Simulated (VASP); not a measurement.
# AlInAsP3 (P-6m2) in VASP: a series of runs, part 2 of 2

VASP 6.6.1.

## Step 4: Single point, PBE

This run uses another cell than the first one, of 20.25 Å³/atom.

File INCAR:

```
SYSTEM = AlInAsP3
PREC     = Accurate       ! precision mode
ENCUT    = 500            ! plane-wave cutoff, eV
EDIFF    = 1E-6           ! SCF threshold, eV
ISMEAR   = 0              ! smearing method
SIGMA    = 0.1            ! smearing width, eV
LREAL    = .False.        ! projectors in reciprocal space
LASPH    = .True.         ! aspherical terms in the spheres
NELM     = 120            ! most SCF steps
ALGO     = Normal         ! electronic algorithm
ISIF     = 2              ! what is computed and relaxed
LWAVE    = .False.        ! write WAVECAR
LCHARG   = .False.        ! write CHGCAR
GGA      = PE             ! functional
NBANDS   = 27             ! bands
GGA_COMPAT= .False.
```

File KPOINTS:

```
Automatic mesh
0
Gamma
  6 6 4
  0 0 0
```

File POSCAR:

```
AlInAsP3
1.0
    5.1737365363      0.0000000000      0.0000000000
   -2.5868682681      4.4805872730      0.0000000000
    0.0000000000      0.0000000000      5.2410847749
Al In P As
1 1 3 1
Direct
    0.3333333333      0.6666666667      0.0000000000
    0.0000000000      0.0000000000      0.0000000000
    0.6155776570      0.8077888285      0.5000000000
    0.1922111715      0.8077888285      0.5000000000
    0.1922111715      0.3844223430      0.5000000000
    0.6666666667      0.3333333333      0.0000000000
```

Potentials or basis: VASP PAW PBE potentials, release 64 (Al, In_d, P, As).

On the command line:

```sh
> cat potpaw_PBE.64/Al/POTCAR potpaw_PBE.64/In_d/POTCAR potpaw_PBE.64/P/POTCAR potpaw_PBE.64/As/POTCAR > POTCAR
> mpirun -np 1 vasp_std > vasp.out
```

OUTCAR:

```text
SYSTEM = AlInAsP3
   PREC = Accurate
   ENCUT = 500
   EDIFF = 1E-6
   ISMEAR = 0
   LREAL = .False.
   LASPH = .True.
   NELM = 120
   ISIF = 2
   GGA = PE

 ion  position               nearest neighbor table
   1  0.333  0.667  0.000-   4 2.91   4 2.91   3 2.91   3 2.91   5 2.91   5 2.91   2 2.99   6 2.99
                             6 2.99   2 2.99   2 2.99   6 2.99
   2  0.000  0.000  0.000-   1 2.99   6 2.99   6 2.99   1 2.99   6 2.99   1 2.99   4 3.14   4 3.14
                             3 3.14   3 3.14   5 3.14   5 3.14
   3  0.616  0.808  0.500-   4 2.19   5 2.19   1 2.91   1 2.91   2 3.14   2 3.14
   4  0.192  0.808  0.500-   3 2.19   5 2.19   1 2.91   1 2.91   2 3.14   2 3.14
   5  0.192  0.384  0.500-   4 2.19   3 2.19   1 2.91   1 2.91   2 3.14   2 3.14
   6  0.667  0.333  0.000-   2 2.99   1 2.99   1 2.99   2 2.99   2 2.99   1 2.99

  LATTYP: Found a hexagonal cell.
 ALAT       =     5.1737365363
 C/A-ratio  =     1.0130173305

  Lattice vectors:

 A1 = (   5.1737365363,   0.0000000000,   0.0000000000)
 A2 = (  -2.5868682681,   4.4805872730,   0.0000000000)
 A3 = (   0.0000000000,   0.0000000000,   5.2410847749)

Analysis of symmetry for initial positions (statically):
=====================================================================
 Subroutine PRICEL returns:
 Original cell was already a primitive cell.

 Routine SETGRP: Setting up the symmetry group for a
 hexagonal supercell.

 Subroutine GETGRP returns: Found 12 space group operations
 (whereof 12 operations were pure point group operations)
 out of a pool of 24 trial point group operations.

The static configuration has the point symmetry D_3h.

Analysis of symmetry for dynamics (positions and initial velocities):
=====================================================================
 Subroutine PRICEL returns:
 Original cell was already a primitive cell.

 Routine SETGRP: Setting up the symmetry group for a
 hexagonal supercell.

 Subroutine GETGRP returns: Found 12 space group operations
 (whereof 12 operations were pure point group operations)
 out of a pool of 24 trial point group operations.

The dynamic configuration has the point symmetry D_3h.

 Subroutine INISYM returns: Found 12 space group operations
 (whereof 12 operations are pure point group operations),
 and found     1 'primitive' translations

----------------------------------------------------------------------------------------

                                     Primitive cell

  volume of cell :     121.4956

  direct lattice vectors                    reciprocal lattice vectors
     5.173736536  0.000000000  0.000000000     0.193283905  0.111592514  0.000000000
    -2.586868268  4.480587273  0.000000000     0.000000000  0.223185029  0.000000000
     0.000000000  0.000000000  5.241084775     0.000000000  0.000000000  0.190800196

  length of vectors
     5.173736536  5.173736536  5.241084775     0.223185029  0.223185029  0.190800196

  position of ions in fractional coordinates (direct lattice)
     0.333333333  0.666666667  0.000000000
     0.000000000  0.000000000  0.000000000
     0.615577657  0.807788829  0.500000000
     0.192211171  0.807788829  0.500000000
[... 35 lines left out ...]

 Found     21 irreducible k-points:

 Following reciprocal coordinates:
            Coordinates               Weight
  0.000000  0.000000  0.000000      1.000000
  0.166667 -0.000000  0.000000      6.000000
  0.333333 -0.000000  0.000000      6.000000
  0.500000  0.000000  0.000000      3.000000
  0.166667  0.166667  0.000000      6.000000
  0.333333  0.166667  0.000000     12.000000
[... 13 lines left out ...]
  0.333333  0.166667  0.500000     12.000000
  0.333333  0.333333  0.500000      2.000000
   k-points           NKPTS =     21   k-points in BZ     NKDIM =     21   number of bands    NBANDS=     27
   number of dos      NEDOS =    301   number of ions     NIONS =      6
   total plane-waves  NPLWV =  64000
   dimension x,y,z NGX =    40 NGY =   40 NGZ =   40
   dimension x,y,z NGXF=    80 NGYF=   80 NGZF=   80
   ions per type =               1   1   3   1
   NGX,Y,Z   is equivalent  to a cutoff of  12.85, 12.85, 12.69 a.u.
   NGXF,Y,Z  is equivalent  to a cutoff of  25.71, 25.71, 25.38 a.u.
 SYSTEM =  AlInAsP3
   PREC   = accura    normal or accurate (medium, high low for compatibility)
   ISTART =      0    job   : 0-new  1-cont  2-samecut
   ICHARG =      2    charge: 1-file 2-atom 10-const
   ISPIN  =      1    spin polarized calculation?
   LNONCOLLINEAR =      F non collinear calculations
   LSORBIT =      F    spin-orbit coupling
   LASPH  =      T    aspherical Exc in radial PAW
   ENCUT  =  500.0 eV  36.75 Ry    6.06 a.u.   9.43  9.43  9.56*2*pi/ulx,y,z
   NELM   =    120;   NELMIN=  2; NELMDL= -5     # of ELM steps
   EDIFF  = 0.1E-05   stopping-criterion for ELM
   LREAL  =      F    real-space projection
   EDIFFG = 0.1E-04   stopping-criterion for IOM
   NSW    =      0    number of steps for IOM
   IBRION =     -1    ionic relax: 0-MD 1-quasi-New 2-CG
   NFREE  =      0    steps in history (QN), initial steepest desc. (CG)
   ISIF   =      2    stress and relaxation
   ISYM   =      2    0-nonsym 1-usesym 2-fastsym
   POTIM  = 0.5000    time-step for ionic-motion
   TEBEG  =    0.0;   TEEND  =   0.0 temperature during run
   PSTRESS=    0.0 pullay stress
   NELECT =      36.0000    total number of electrons
   NUPDOWN=      -1.0000    fix difference up-down
   EMIN   =  10.00;   EMAX   =-10.00  energy-range for DOS
   EFERMI =   0.00;   METHOD = LEGACY
   ISMEAR =     0;   SIGMA  =   0.10  broadening in eV -4-tet -1-fermi 0-gaus
   EFERMI_NEDOS =   21; number of points for ismear=-14 and -15
   IALGO  =     38    algorithm
   IMIX   =      4    mixing-type and parameters
     AMIX     =   0.40;   BMIX     =  1.00
     AMIX_MAG =   1.60;   BMIX_MAG =  1.00
  volume/ion in A,a.u.               =      20.25       136.65
  Fermi-wavevector in a.u.,A,eV,Ry     =   1.091412  2.062470 16.206999  1.191181
  Thomas-Fermi vector in A             =   2.227657
   LORBIT       =      0    0 simple, 1 ext, 2 COOP (PROOUT), +10 PAW based schemes
   GGA     = PE    functional components
   LHFCALC =     F    Hartree Fock is set to
   AEXX    =    0.0000 exact exchange contribution
   IVDW    =     0    specifies the selected vdW correction
   LEPSILON=     F    determine dielectric tensor
   LRPA    =     F    only Hartree local field effects (RPA)
 non-spin polarized calculation
 Gauss-broadening in eV      SIGMA  =   0.10
  energy-cutoff  :      500.00
  volume of cell :      121.50
 maximum number of plane-waves:      3103
 NGX is ok and might be reduce to    40
   NGX = 19   NGY = 19   NGZ = 19

 number of electron      36.0000013 magnetization

 Free energy of the ion-electron system (eV)
  ---------------------------------------------------
  ext. energy  EPLUGINS =         0.00000000
  ---------------------------------------------------
  free energy    TOTEN  =       -25.05591614 eV

  energy without entropy =      -25.03863631  energy(sigma->0) =      -25.04727622

 E-fermi :   6.4218     XC(G=0): -10.0616

 val. band max:        6.4150719551   @ k =   0.3333   0.3333   0.2500
 cond. band min:       6.4412438419   @ k =   0.3333  -0.0000   0.2500
 fundamental gap:      0.0261718868
 Fermi energy:         6.4218004779

 k-point     1 :       0.0000    0.0000    0.0000
  band No.  band energies     occupation
      1      -8.2847      2.00000
      2      -8.1536      2.00000
      3      -8.1536      2.00000
      4      -8.1339      2.00000
      5      -8.1073      2.00000
      6      -8.1073      2.00000
[... 619 lines left out ...]
     26      10.1978      0.00000
     27      12.0173      0.00000

------------------------ aborting loop because EDIFF is reached ----------------------------------------

  FORCE on cell =-STRESS in cart. coord.  units (eV):
  Direction    XX          YY          ZZ          XY          YZ          ZX
  --------------------------------------------------------------------------------------
  -------------------------------------------------------------------------------------
  Total       -0.0645918     -0.0645918     -0.1935930     -0.0000000      0.0000000     -0.0000000
  in kB       -0.8517801     -0.8517801     -2.5529348     -0.0000000      0.0000000     -0.0000000
  external PRESSURE =      -1.4188317 kB  Pullay stress =       0.0000000 kB

 VOLUME and BASIS-vectors are now :
 -----------------------------------------------------------------------------
  energy-cutoff  :      500.00
  volume of cell :      121.50
      direct lattice vectors                 reciprocal lattice vectors
     5.173736536  0.000000000  0.000000000     0.193283905  0.111592514  0.000000000
    -2.586868268  4.480587273  0.000000000     0.000000000  0.223185029  0.000000000
     0.000000000  0.000000000  5.241084775     0.000000000  0.000000000  0.190800196

 POSITION                                       TOTAL-FORCE (eV/Angst)
 -----------------------------------------------------------------------------------
     -0.00000      2.98706      0.00000         0.000000     -0.000000      0.000000
      0.00000      0.00000      0.00000         0.000000     -0.000000      0.000000
      1.09519      3.61937      2.62054        -0.109708     -0.063340     -0.000000
     -1.09519      3.61937      2.62054         0.109708     -0.063340     -0.000000
      0.00000      1.72244      2.62054         0.000000      0.126679      0.000000
      2.58687      1.49353      0.00000         0.000000     -0.000000      0.000000
 -----------------------------------------------------------------------------------
    total drift:                               -0.000000      0.000000      0.000000

  FREE ENERGIE OF THE ION-ELECTRON SYSTEM (eV)
  ---------------------------------------------------
  free  energy   TOTEN  =       -25.0559161374 eV

  energy  without entropy=      -25.0386363065  energy(sigma->0) =      -25.04727622
```

It took 42 s on 1 thread of AMD EPYC 9R45 (Zen 5), shared host; peak memory 0.24 GiB.

Results:

| Property | Result |
| --- | --- |
| Free energy | -25.0559 eV |
| Pressure | -0.1 GPa |
| Largest force | 0.127 eV/Å |
| Band gap on the k mesh | zero (bands 18 and 19 overlap by 1.96 eV) |

Forces in eV/Å, atoms in the order of the input:
```
Al   0.000  0.000  0.000
In   0.000  0.000  0.000
P   -0.110 -0.063  0.000
P    0.110 -0.063  0.000
P    0.000  0.127  0.000
As   0.000  0.000  0.000
```

Caveat: spin-orbit coupling is left out, which moves the levels of the heavy elements.

## Step 5: The runs side by side

```tsv
cell	k mesh	gap on the mesh (eV)	pressure (GPa)	largest force (eV/Å)
a = 4.996, b = 4.996, c = 5.275 Å, angles 90.0, 90.0, 120.0°, 6 atoms, atomic positions A	3 × 3 × 4	none	-0.1	0.06
a = 5.848, b = 5.848, c = 4.300 Å, angles 90.0, 90.0, 120.0°, 6 atoms, atomic positions B	3 × 3 × 4	none	-4.1	0.82
a = 5.174, b = 5.174, c = 5.241 Å, angles 90.0, 90.0, 120.0°, 6 atoms, atomic positions C	6 × 6 × 4	none	-0.1	0.13
```

Alike in all rows: task single point; level PBE; potentials or basis VASP PAW PBE potentials, release 64 (Al, In_d, P, As); no spin polarisation; cutoff (eV) 500; smearing gaussian 0.1 eV.

Caveats: some runs use coarse meshes; spin-orbit coupling is left out, which moves the levels of the heavy elements.

Total energies depend on the potentials used, so only differences within one code and one set of settings carry meaning.
